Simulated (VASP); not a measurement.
# Ge (P6/mmm) in VASP: notebook

Ge is run at these levels: PBE; tasks: relaxation of cell and atoms.

Everything below comes from runs of VASP 6.6.1. Logs are shortened: lines on timing, memory, paths and dates and some standing lists are left out, and cuts for length are marked.

## 1. The cell of the first run

It takes space group P6/mmm (No. 191, hexagonal). The conventional cell has a = 2.890 Å, b = 2.890 Å, c = 2.699 Å, α = 90.00°, β = 90.00°, γ = 120.00°. Within 3.6 Å of Ge (site symmetry 6/mmm) lie 8 Ge at 2.70 to 2.89 Å.

This isn't the form of Ge at room conditions, which is diamond.

## 2. Relaxation of cell and atoms, PBE, target pressure -0.68 GPa, at which the enthalpy is minimised

Input file INCAR:

```
PREC = Accurate ; ENCUT = 600
EDIFF = 1E-6 ; ISMEAR = -1
SIGMA = 0.05 ; LREAL = F
LASPH = T ; NELM = 100
ALGO = Normal ; ISIF = 3
LWAVE = F ; LCHARG = F
GGA = PE ; IBRION = 2
NSW = 32 ; EDIFFG = -0.005
PSTRESS = -6.800000000000001
```

Input file KPOINTS:

```
Automatic mesh
0
Gamma
  15 15 14
```

Input file POSCAR:

```
Ge
1.0
    2.8904085303      0.0000000000      0.0000000000
   -1.4452042652      2.5031672146      0.0000000000
    0.0000000000      0.0000000000      2.6994247328
Ge
1
Direct
    0.0000000000      0.0000000000      0.0000000000
```

Potentials or basis: VASP PAW PBE potentials, release 64 (Ge_d).

Launch:

```console
> cat potpaw_PBE.64/Ge_d/POTCAR > POTCAR
> mpirun -np 1 vasp_std > vasp.out
```

OUTCAR:

```text
PREC = Accurate
   ENCUT = 600
   EDIFF = 1E-6
   ISMEAR = -1
   LREAL = F
   LASPH = T
   NELM = 100
   ISIF = 3
   GGA = PE
   IBRION = 2
   NSW = 32
   EDIFFG = -0.005
   PSTRESS = -6.800000000000001

 ion  position               nearest neighbor table
   1  0.000  0.000  0.000-

  LATTYP: Found a hexagonal cell.
 ALAT       =     2.8904085303
 C/A-ratio  =     0.9339249814

  Lattice vectors:

 A1 = (   2.8904085303,   0.0000000000,   0.0000000000)
 A2 = (  -1.4452042652,   2.5031672146,   0.0000000000)
 A3 = (   0.0000000000,   0.0000000000,   2.6994247328)

Analysis of symmetry for initial positions (statically):
=====================================================================
 Subroutine PRICEL returns:
 Original cell was already a primitive cell.

 Routine SETGRP: Setting up the symmetry group for a
 hexagonal supercell.

 Subroutine GETGRP returns: Found 24 space group operations
 (whereof 24 operations were pure point group operations)
 out of a pool of 24 trial point group operations.

The static configuration has the point symmetry D_6h.

Analysis of symmetry for dynamics (positions and initial velocities):
=====================================================================
 Subroutine PRICEL returns:
 Original cell was already a primitive cell.

 Routine SETGRP: Setting up the symmetry group for a
 hexagonal supercell.

 Subroutine GETGRP returns: Found 24 space group operations
 (whereof 24 operations were pure point group operations)
 out of a pool of 24 trial point group operations.

The dynamic configuration has the point symmetry D_6h.

 Subroutine INISYM returns: Found 24 space group operations
 (whereof 24 operations are pure point group operations),
 and found     1 'primitive' translations

----------------------------------------------------------------------------------------

                                     Primitive cell

  volume of cell :      19.5308

  direct lattice vectors                    reciprocal lattice vectors
     2.890408530  0.000000000  0.000000000     0.345971855  0.199746943  0.000000000
    -1.445204265  2.503167215  0.000000000     0.000000000  0.399493887  0.000000000
[... 89 lines left out ...]
   ISIF   =      3    stress and relaxation
   ISYM   =      2    0-nonsym 1-usesym 2-fastsym
   POTIM  = 0.5000    time-step for ionic-motion
   TEBEG  =    0.0;   TEEND  =   0.0 temperature during run
   PSTRESS=   -6.8 pullay stress
   NELECT =      14.0000    total number of electrons
   NUPDOWN=      -1.0000    fix difference up-down
   EMIN   =  10.00;   EMAX   =-10.00  energy-range for DOS
   EFERMI =   0.00;   METHOD = LEGACY
   ISMEAR =    -1;   SIGMA  =   0.05  broadening in eV -4-tet -1-fermi 0-gaus
   EFERMI_NEDOS =   21; number of points for ismear=-14 and -15
   IALGO  =     38    algorithm
   IMIX   =      4    mixing-type and parameters
     AMIX     =   0.40;   BMIX     =  1.00
     AMIX_MAG =   1.60;   BMIX_MAG =  1.00
  volume/ion in A,a.u.               =      19.53       131.80
  Fermi-wavevector in a.u.,A,eV,Ry     =   1.465134  2.768702 29.206514  2.146618
  Thomas-Fermi vector in A             =   2.581027
   LORBIT       =      0    0 simple, 1 ext, 2 COOP (PROOUT), +10 PAW based schemes
   GGA     = PE    functional components
   LHFCALC =     F    Hartree Fock is set to
   AEXX    =    0.0000 exact exchange contribution
   IVDW    =     0    specifies the selected vdW correction
   LEPSILON=     F    determine dielectric tensor
   LRPA    =     F    only Hartree local field effects (RPA)
 conjugate gradient relaxation of ions
 non-spin polarized calculation
  energy-cutoff  :      600.00
  volume of cell :       19.53
 maximum number of plane-waves:       664
 NGX is ok and might be reduce to    24
   NGX = 11   NGY = 11   NGZ = 11

--------------------------------------- Ionic step        1  -------------------------------------------

 number of electron      13.9999997 magnetization

 Free energy of the ion-electron system (eV)
  ---------------------------------------------------
  ext. energy  EPLUGINS =         0.00000000
  ---------------------------------------------------
  free energy    TOTEN  =        -4.27553052 eV

  energy without entropy =       -4.27131765  energy(sigma->0) =       -4.27342409

------------------------ aborting loop because EDIFF is reached ----------------------------------------

  FORCE on cell =-STRESS in cart. coord.  units (eV):
  Direction    XX          YY          ZZ          XY          YZ          ZX
  --------------------------------------------------------------------------------------
  -------------------------------------------------------------------------------------
  Total       -0.1051059     -0.1051059     -0.1070004      0.0000000     -0.0000000      0.0000000
  in kB       -8.6221815     -8.6221815     -8.7775949      0.0000000     -0.0000000      0.0000000
  external PRESSURE =      -1.8739859 kB  Pullay stress =      -6.8000000 kB
[... 246 lines left out ...]
--------------------------------------- Ionic step        8  -------------------------------------------

 number of electron      13.9999997 magnetization

 Free energy of the ion-electron system (eV)
  ---------------------------------------------------
  ext. energy  EPLUGINS =         0.00000000
  ---------------------------------------------------
  free energy    TOTEN  =        -4.27554113 eV

  energy without entropy =       -4.27132879  energy(sigma->0) =       -4.27343496

 E-fermi :   6.2799     XC(G=0): -11.0608

 val. band max:        6.2334791216   @ k =   0.3333   0.2000   0.1429
 cond. band min:       6.2817579719   @ k =   0.4000   0.0000   0.3571
 fundamental gap:      0.0482788503
 Fermi energy:         6.2798545249

 k-point     1 :       0.0000    0.0000    0.0000
  band No.  band energies     occupation
      1     -18.4828      2.00000
      2     -18.4006      2.00000
      3     -18.4006      2.00000
      4     -18.2631      2.00000
      5     -18.2631      2.00000
      6      -6.6272      2.00000
      7      12.8880      0.00000
      8      14.2775      0.00000
      9      14.2776      0.00000
     10      16.4218      0.00000
     11      20.2226      0.00000
[... 309 lines left out ...]
 k-point    24 :       0.4000    0.2000    0.0000
  band No.  band energies     occupation
      1     -18.4322      2.00000
      2     -18.3762      2.00000
      3     -18.3120      2.00000
      4     -18.3051      2.00000
      5     -18.2848      2.00000
      6      -1.2992      2.00000
      7       1.6353      2.00000
      8       5.7001      1.99998
      9      16.9672      0.00000
     10      20.1338      0.00000
     11      23.0491      0.00000

 [... further k-points ...]
[... 5 lines left out ...]
  --------------------------------------------------------------------------------------
  -------------------------------------------------------------------------------------
  Total       -0.0801940     -0.0801940     -0.0791049      0.0000000     -0.0000000     -0.0000000
  in kB       -6.5795131     -6.5795131     -6.4901569      0.0000000     -0.0000000     -0.0000000
  external PRESSURE =       0.2502723 kB  Pullay stress =      -6.8000000 kB
[... 20 lines left out ...]
  energy  without entropy=       -4.2713287944  energy(sigma->0) =       -4.27343496

  enthalpy is  TOTEN    =        -4.3584224978 eV   P V=       -0.0828813654

 reached required accuracy - stopping structural energy minimisation
```

OSZICAR:

```text
N       E                     dE             d eps       ncg     rms          rms(c)
DAV:   1     0.564562421517E+02    0.56456E+02   -0.82331E+03  4916   0.378E+03
[... 44 lines left out ...]
DAV:   1    -0.427553923360E+01    0.61824E-05   -0.18137E-05  4272   0.108E-01    0.699E-03
DAV:   2    -0.427553822161E+01    0.10120E-05   -0.11831E-06  2424   0.290E-02    0.357E-03
DAV:   3    -0.427553786141E+01    0.36019E-06   -0.58090E-07  2376   0.159E-02
   7 F= -.43584229E+01 E0= -.43563166E+01  d E =0.794746E-06
       N       E                     dE             d eps       ncg     rms          rms(c)
DAV:   1    -0.427554137981E+01   -0.31582E-05   -0.32317E-06  4104   0.436E-02    0.322E-03
DAV:   2    -0.427554113239E+01    0.24742E-06   -0.24007E-07  2382   0.131E-02
   8 F= -.43584225E+01 E0= -.43563163E+01  d E =0.117487E-05
```

Wall time 79 s (1 thread of AMD EPYC 9R45 (Zen 5), shared host); peak memory 0.15 GiB.

Results:

| Quantity | Value |
| --- | --- |
| Free energy | -4.2755 eV |
| Relaxed volume | 19.53 Å³/atom |
| Relaxed cell | a = 2.890 Å, b = 2.890 Å, c = 2.699 Å, α = 90.00°, β = 90.00°, γ = 120.00° |
| Space group after relaxing (to 0.1 Å) | P6/mmm (No. 191) |
| Energy change on relaxing (the run minimises the enthalpy) | -0.0 meV/atom |
| Ionic steps | 8 |
| Pressure after relaxing | -0.7 GPa |
| Band gap on the k mesh | zero (bands 7 and 8 overlap by 10.03 eV) |

Final structure:
```xyz
1
Lattice="2.8903 0.0000 0.0000 -1.4451 2.5031 0.0000 0.0000 0.0000 2.6993" Properties=species:S:1:pos:R:3 pbc="T T T"
Ge    0.0000    0.0000    0.0000
```

Caveat: the cell is relaxed towards a set pressure, so the run minimises the enthalpy, not the energy.

## 3. Relaxation of cell and atoms, PBE, target pressure -0.68 GPa, at which the enthalpy is minimised

This run uses another cell than the first one, of 20.40 Å³/atom.

Input file INCAR:

```
SYSTEM = Ge
ALGO     = Normal         ! electronic algorithm
EDIFF    = 1E-7           ! SCF threshold, eV
EDIFFG   = -0.005         ! ionic threshold
ENCUT    = 600            ! plane-wave cutoff, eV
GGA      = PE             ! functional
IBRION   = 2              ! ionic algorithm
ISIF     = 3              ! what is computed and relaxed
ISMEAR   = -1             ! smearing method
LASPH    = .True.         ! aspherical terms in the spheres
LCHARG   = .False.        ! write CHGCAR
LREAL    = .False.        ! projectors in reciprocal space
LWAVE    = .False.        ! write WAVECAR
NELM     = 60             ! most SCF steps
NSW      = 60             ! ionic steps
PREC     = Accurate       ! precision mode
PSTRESS  = -6.800000000000001
SIGMA    = 0.05           ! smearing width, eV
```

Input file KPOINTS:

```
k-points
0
Gamma
  15 15 14
  0 0 0
```

Input file POSCAR:

```
Ge
1.0
    2.9262636501      0.0000000000      0.0000000000
   -1.4631318251      2.5342186592      0.0000000000
    0.0000000000      0.0000000000      2.7506878311
Ge
1
Direct
    0.0000000000      0.0000000000      0.0000000000
```

Potentials or basis: VASP PAW PBE potentials, release 64 (Ge_d).

Launch:

```console
> cat potpaw_PBE.64/Ge_d/POTCAR > POTCAR
> mpirun -np 1 vasp_std > vasp.out
```

It took 71 s on 1 thread of AMD EPYC 9R45 (Zen 5), shared host; peak memory 0.15 GiB.

Results (log left out):

```
Free energy                                                : -4.2756 eV
Relaxed volume                                             : 19.55 Å³/atom
Relaxed cell                                               : a = 2.891 Å, b = 2.891 Å, c = 2.700 Å, α = 90.00°, β = 90.00°, γ = 120.00°
Space group after relaxing (to 0.1 Å)                      : P6/mmm (No. 191)
Energy change on relaxing (the run minimises the enthalpy) : -10.4 meV/atom
Ionic steps                                                : 5
Pressure after relaxing                                    : -0.7 GPa
Band gap on the k mesh                                     : zero (bands 7 and 8 overlap by 10.02 eV)
```

Step by step:
```
step  energy change (eV)  largest force (eV/Å)  pressure (GPa)  volume (Å³)
   1              0.0000                0.0000           -3.25        20.40
   2             -0.0108                0.0000           -0.46        19.45
   3             -0.0105                0.0000           -0.62        19.53
   4             -0.0104                0.0000           -0.69        19.54
   5             -0.0104                0.0000           -0.67        19.55
```

Final structure:
```
CELL_PARAMETERS angstrom
2.89135 0.00000 0.00000
-1.44567 2.50398 0.00000
0.00000 0.00000 2.70022
ATOMIC_POSITIONS crystal
Ge 0.00000 0.00000 0.00000
```

Levels at points of the mesh, in eV from the Fermi level:
| k point | band 4 | band 5 | band 6 | band 7 | band 8 | band 9 | band 10 | band 11 |
| --- | --- | --- | --- | --- | --- | --- | --- | --- |
| (0.00, 0.00, 0.00) | -24.54 | -24.54 | -12.90 | 6.60 | 7.99 | 7.99 | 10.14 | 13.94 |
| (0.00, 0.00, 0.50) | -24.61 | -24.57 | -9.14 | -5.71 | 10.80 | 10.80 | 16.37 | 17.27 |

Caveat: the cell is relaxed towards a set pressure, so the run minimises the enthalpy, not the energy.

The gap in the log of VASP goes by the Fermi energy; the results here count the filled bands.